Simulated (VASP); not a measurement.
# Cr (Im-3m) in VASP: single point with PBE+U

Aim: the single point of Cr with PBE+U.

Everything below comes from runs of VASP 6.6.1. Logs are shortened: lines on timing, memory, paths and dates and some standing lists are left out, and cuts for length are marked.

**1. The cell of the first run**

Symmetry: Im-3m, No. 229, cubic system. Conventional cell: a = 2.884 Å, b = 2.884 Å, c = 2.884 Å, α = 90.00°, β = 90.00°, γ = 90.00°. Within 3.3 Å of Cr (site symmetry m-3m) lie 14 Cr at 2.50 to 2.88 Å.

**2. Single point, PBE+U, collinear spin, ferromagnetic start**

File INCAR:

```
SYSTEM = Cr
PREC = Accurate ; ENCUT = 700
EDIFF = 1E-6 ; ISMEAR = 0
SIGMA = 0.1 ; LREAL = .FALSE.
LASPH = .TRUE. ; NELM = 200
ALGO = Normal ; ISIF = 2
LWAVE = .FALSE. ; LCHARG = .FALSE.
ISPIN = 2 ; MAGMOM = 3 3
LORBIT = 11 ; LMAXMIX = 4
LDAU = .TRUE. ; LDAUTYPE = 2
LDAUL = 2 ; LDAUU = 2.3
LDAUJ = 0 ; LDAUPRINT = 1
GGA = PE ; NBANDS = 25
GGA_COMPAT = .FALSE.
```

File KPOINTS:

```
Automatic mesh
0
G
  10 10 10
  0 0 0
```

File POSCAR:

```
Cr
1.0
    2.8839000000      0.0000000000      0.0000000000
    0.0000000000      2.8839000000      0.0000000000
    0.0000000000      0.0000000000      2.8839000000
Cr
2
Direct
    0.0000000000      0.0000000000      0.0000000000
    0.5000000000      0.5000000000      0.5000000000
```

Potentials or basis: VASP PAW PBE potentials, release 64 (Cr_sv).

Command:

```bash
> cat potpaw_PBE.64/Cr_sv/POTCAR > POTCAR
> mpirun -np 1 vasp_std > vasp.out
```

OUTCAR:

```text
SYSTEM = Cr
   PREC = Accurate
   ENCUT = 700
   EDIFF = 1E-6
   ISMEAR = 0
   LREAL = .FALSE.
   LASPH = .TRUE.
   NELM = 200
   ISIF = 2
   ISPIN = 2
   LORBIT = 11
   GGA = PE

 ion  position               nearest neighbor table
   1  0.000  0.000  0.000-   2 2.50   2 2.50   2 2.50   2 2.50   2 2.50   2 2.50   2 2.50   2 2.50

   2  0.500  0.500  0.500-   1 2.50   1 2.50   1 2.50   1 2.50   1 2.50   1 2.50   1 2.50   1 2.50

  LATTYP: Found a simple cubic cell.
 ALAT       =     2.8839000000

  Lattice vectors:

 A1 = (   2.8839000000,   0.0000000000,   0.0000000000)
 A2 = (   0.0000000000,   2.8839000000,   0.0000000000)
 A3 = (   0.0000000000,   0.0000000000,   2.8839000000)

Analysis of symmetry for initial positions (statically):
=====================================================================
 Subroutine PRICEL returns following result:

  LATTYP: Found a body centered cubic cell.
 ALAT       =     2.8839000000
[... 12 lines left out ...]
 Subroutine GETGRP returns: Found 48 space group operations
 (whereof 48 operations were pure point group operations)
 out of a pool of 48 trial point group operations.

The static configuration has the point symmetry O_h .

Analysis of symmetry for dynamics (positions and initial velocities):
=====================================================================
 Subroutine PRICEL returns following result:

  LATTYP: Found a body centered cubic cell.
 ALAT       =     2.8839000000
[... 12 lines left out ...]
 Subroutine GETGRP returns: Found 48 space group operations
 (whereof 48 operations were pure point group operations)
 out of a pool of 48 trial point group operations.

The dynamic configuration has the point symmetry O_h .

Analysis of structural, dynamic, and magnetic symmetry:
=====================================================================
 Subroutine PRICEL returns following result:

  LATTYP: Found a body centered cubic cell.
 ALAT       =     2.8839000000
[... 12 lines left out ...]
 Subroutine GETGRP returns: Found 48 space group operations
 (whereof 48 operations were pure point group operations)
 out of a pool of 48 trial point group operations.

The overall configuration has the point symmetry O_h .

 Subroutine INISYM returns: Found 48 space group operations
 (whereof 48 operations are pure point group operations),
 and found     2 'primitive' translations

----------------------------------------------------------------------------------------

                                     Primitive cell

  volume of cell :      11.9925

  direct lattice vectors                    reciprocal lattice vectors
     1.441950000  1.441950000 -1.441950000     0.346752661  0.346752661  0.000000000
    -1.441950000  1.441950000  1.441950000     0.000000000  0.346752661  0.346752661
     1.441950000 -1.441950000  1.441950000     0.346752661  0.000000000  0.346752661

  length of vectors
     2.497530662  2.497530662  2.497530662     0.490382316  0.490382316  0.490382316

  position of ions in fractional coordinates (direct lattice)
     0.000000000  0.000000000  0.000000000

  ion indices of the primitive-cell ions
   primitive index   ion index
                 1           1

----------------------------------------------------------------------------------------

[... 122 lines left out ...]
  0.0000  0.0000  0.2380  0.0000 -0.0000
  0.0000  0.0000  0.0000  0.4275  0.0000
  0.0000 -0.0000 -0.0000  0.0000  0.2380

spin component  2

  0.4276 -0.0000  0.0000  0.0000  0.0000
 -0.0000  0.4276  0.0000  0.0000 -0.0000
  0.0000  0.0000  0.2380  0.0000 -0.0000
  0.0000  0.0000  0.0000  0.4276  0.0000
  0.0000 -0.0000 -0.0000  0.0000  0.2380

 occupancies and eigenvectors

  o =  0.2380  v =  0.0000  0.0000  0.0000  0.0000  0.0000  0.0000 -0.0000  0.0196  0.0000  0.9998      0.0000  0.0000  0.0000  0.0000  0.0000  0.0000  0.0000  0.0000  0.0000  0.0000
  o =  0.2380  v =  0.0000  0.0000  0.0000  0.0000  0.0000  0.0000  0.0000 -0.9998 -0.0000  0.0196      0.0000  0.0000  0.0000  0.0000  0.0000  0.0000  0.0000  0.0000  0.0000  0.0000
  o =  0.2380  v =  0.0000 -0.0000 -0.7569  0.0000 -0.6535  0.0000  0.0000  0.0000  0.0000  0.0000      0.0000  0.0000  0.0000  0.0000  0.0000  0.0000  0.0000  0.0000  0.0000  0.0000
  o =  0.2380  v =  0.0000  0.0000 -0.6535 -0.0000  0.7569  0.0000  0.0000  0.0000  0.0000  0.0000      0.0000  0.0000  0.0000  0.0000  0.0000  0.0000  0.0000  0.0000  0.0000  0.0000
  o =  0.4275  v =  0.0000  0.9570 -0.0000  0.2902 -0.0000  0.0000  0.0000  0.0000  0.0000  0.0000      0.0000  0.0000  0.0000  0.0000  0.0000  0.0000  0.0000  0.0000  0.0000  0.0000
  o =  0.4275  v =  0.0000 -0.2902  0.0000  0.9570  0.0000  0.0000  0.0000  0.0000  0.0000  0.0000      0.0000  0.0000  0.0000  0.0000  0.0000  0.0000  0.0000  0.0000  0.0000  0.0000
  o =  0.4275  v =  1.0000  0.0000  0.0000  0.0000  0.0000  0.0000  0.0000  0.0000  0.0000  0.0000      0.0000  0.0000  0.0000  0.0000  0.0000  0.0000  0.0000  0.0000  0.0000  0.0000
  o =  0.4276  v =  0.0000  0.0000  0.0000  0.0000  0.0000  0.0000  0.8795  0.0000 -0.4759  0.0000      0.0000  0.0000  0.0000  0.0000  0.0000  0.0000  0.0000  0.0000  0.0000  0.0000
  o =  0.4276  v =  0.0000  0.0000  0.0000  0.0000  0.0000  0.0000  0.4759 -0.0000  0.8795 -0.0000      0.0000  0.0000  0.0000  0.0000  0.0000  0.0000  0.0000  0.0000  0.0000  0.0000
  o =  0.4276  v =  0.0000  0.0000  0.0000  0.0000  0.0000  1.0000  0.0000  0.0000  0.0000  0.0000      0.0000  0.0000  0.0000  0.0000  0.0000  0.0000  0.0000  0.0000  0.0000  0.0000

atom =   2  type =  1  l = 2

 onsite density matrix

spin component  1

  0.4275 -0.0000 -0.0000  0.0000 -0.0000
 -0.0000  0.4275  0.0000  0.0000 -0.0000
 -0.0000  0.0000  0.2380  0.0000  0.0000
  0.0000  0.0000  0.0000  0.4275  0.0000
 -0.0000 -0.0000  0.0000  0.0000  0.2380

spin component  2

  0.4276 -0.0000 -0.0000  0.0000 -0.0000
 -0.0000  0.4276  0.0000  0.0000 -0.0000
 -0.0000  0.0000  0.2380  0.0000  0.0000
  0.0000  0.0000  0.0000  0.4276  0.0000
 -0.0000 -0.0000  0.0000  0.0000  0.2380

 occupancies and eigenvectors

  o =  0.2380  v =  0.0000  0.0000  0.0000  0.0000  0.0000  0.0000 -0.0000 -0.4205  0.0000 -0.9073      0.0000  0.0000  0.0000  0.0000  0.0000  0.0000  0.0000  0.0000  0.0000  0.0000
  o =  0.2380  v =  0.0000  0.0000  0.0000  0.0000  0.0000  0.0000  0.0000 -0.9073 -0.0000  0.4205      0.0000  0.0000  0.0000  0.0000  0.0000  0.0000  0.0000  0.0000  0.0000  0.0000
  o =  0.2380  v =  0.0000  0.0000 -0.2987  0.0000 -0.9543  0.0000  0.0000  0.0000  0.0000  0.0000      0.0000  0.0000  0.0000  0.0000  0.0000  0.0000  0.0000  0.0000  0.0000  0.0000
  o =  0.2380  v =  0.0000 -0.0000 -0.9543 -0.0000  0.2987  0.0000  0.0000  0.0000  0.0000  0.0000      0.0000  0.0000  0.0000  0.0000  0.0000  0.0000  0.0000  0.0000  0.0000  0.0000
  o =  0.4275  v =  0.0000  0.3077 -0.0000 -0.9515 -0.0000  0.0000  0.0000  0.0000  0.0000  0.0000      0.0000  0.0000  0.0000  0.0000  0.0000  0.0000  0.0000  0.0000  0.0000  0.0000
  o =  0.4275  v =  1.0000  0.0000  0.0000  0.0000  0.0000  0.0000  0.0000  0.0000  0.0000  0.0000      0.0000  0.0000  0.0000  0.0000  0.0000  0.0000  0.0000  0.0000  0.0000  0.0000
  o =  0.4275  v =  0.0000  0.9515 -0.0000  0.3077  0.0000  0.0000  0.0000  0.0000  0.0000  0.0000      0.0000  0.0000  0.0000  0.0000  0.0000  0.0000  0.0000  0.0000  0.0000  0.0000
  o =  0.4276  v =  0.0000  0.0000  0.0000  0.0000  0.0000  0.0000  0.7179 -0.0000 -0.6962 -0.0000      0.0000  0.0000  0.0000  0.0000  0.0000  0.0000  0.0000  0.0000  0.0000  0.0000
  o =  0.4276  v =  0.0000  0.0000  0.0000  0.0000  0.0000  0.0000  0.6962 -0.0000  0.7179 -0.0000      0.0000  0.0000  0.0000  0.0000  0.0000  0.0000  0.0000  0.0000  0.0000  0.0000
  o =  0.4276  v =  0.0000  0.0000  0.0000  0.0000  0.0000  1.0000  0.0000  0.0000  0.0000  0.0000      0.0000  0.0000  0.0000  0.0000  0.0000  0.0000  0.0000  0.0000  0.0000  0.0000

 number of electron      27.9999997 magnetization      -0.0006818

 Free energy of the ion-electron system (eV)
  ---------------------------------------------------
  ext. energy  EPLUGINS =         0.00000000
  ---------------------------------------------------
  free energy    TOTEN  =       -14.08880398 eV

  energy without entropy =      -14.08181856  energy(sigma->0) =      -14.08531127

 E-fermi :  13.4720     XC(G=0): -13.5366

 val. band max:       13.4026987079   @ k =   0.4000   0.1000   0.0000
 cond. band min:      13.4728622459   @ k =   0.5000   0.1000   0.1000
 fundamental gap:      0.0701635380
 Fermi energy:        13.4719790788

 spin component 1

 k-point     1 :       0.0000    0.0000    0.0000
  band No.  band energies     occupation
      1     -58.7175      1.00000
      2     -58.4152      1.00000
      3     -30.0888      1.00000
      4     -30.0888      1.00000
      5     -30.0888      1.00000
      6     -29.5270      1.00000
[... 1337 lines left out ...]
     24      32.0025      0.00000
     25      32.5906      0.00000

 [... further k-points ...]

------------------------ aborting loop because EDIFF is reached ----------------------------------------

  FORCE on cell =-STRESS in cart. coord.  units (eV):
  Direction    XX          YY          ZZ          XY          YZ          ZX
  --------------------------------------------------------------------------------------
  -------------------------------------------------------------------------------------
  Total       -0.9534758     -0.9534758     -0.9534758      0.0000000      0.0000000      0.0000000
  in kB      -63.6912321    -63.6912321    -63.6912321      0.0000000      0.0000000      0.0000000
  external PRESSURE =     -63.6912321 kB  Pullay stress =       0.0000000 kB

 VOLUME and BASIS-vectors are now :
 -----------------------------------------------------------------------------
  energy-cutoff  :      700.00
  volume of cell :       23.99
      direct lattice vectors                 reciprocal lattice vectors
     2.883900000  0.000000000  0.000000000     0.346752661  0.000000000  0.000000000
     0.000000000  2.883900000  0.000000000     0.000000000  0.346752661  0.000000000
     0.000000000  0.000000000  2.883900000     0.000000000  0.000000000  0.346752661

 POSITION                                       TOTAL-FORCE (eV/Angst)
 -----------------------------------------------------------------------------------
      0.00000      0.00000      0.00000         0.000000      0.000000      0.000000
      1.44195      1.44195      1.44195        -0.000000     -0.000000     -0.000000
 -----------------------------------------------------------------------------------
    total drift:                                0.000000      0.000000      0.000000

  FREE ENERGIE OF THE ION-ELECTRON SYSTEM (eV)
  ---------------------------------------------------
  free  energy   TOTEN  =       -14.0888039780 eV

  energy  without entropy=      -14.0818185572  energy(sigma->0) =      -14.08531127

 total charge

# of ion       s       p       d       tot
------------------------------------------
    1        2.193   6.027   3.491  11.710
    2        2.193   6.027   3.491  11.710
--------------------------------------------------
tot          4.385  12.054   6.981  23.420

 magnetization (x)

# of ion       s       p       d       tot
------------------------------------------
    1       -0.000   0.000  -0.000  -0.000
    2       -0.000   0.000  -0.000  -0.000
--------------------------------------------------
tot         -0.000   0.000  -0.000  -0.000
```

It took 2 min on 1 thread of Intel Xeon Platinum 8259CL at 2.50GHz (Skylake/Cascade Lake), shared host; peak memory 0.21 GiB.

Results:

```
Free energy                                           : -14.0888 eV
Pressure                                              : -6.4 GPa
Band gap on the k mesh                                : zero (filled and empty bands overlap)
Net moment                                            : 0.00 μB per cell
Valence electrons inside the program's atomic spheres : Cr 11.71
```

Eigenvalues of the final occupation matrices:
```
    site  spin  trace               eigenvalues
site 1 d     1   1.76  0.24 0.24 0.43 0.43 0.43
site 1 d     2   1.76  0.24 0.24 0.43 0.43 0.43
site 2 d     1   1.76  0.24 0.24 0.43 0.43 0.43
site 2 d     2   1.76  0.24 0.24 0.43 0.43 0.43
```

Caveat: the cell stands under tension; the moments typed at the start vanished in this run; the U is typed as a test and isn't derived for this compound. The state reached can hang on the start; a lower one may exist.

The gap in the log of VASP goes by the Fermi energy; the results here count the filled bands.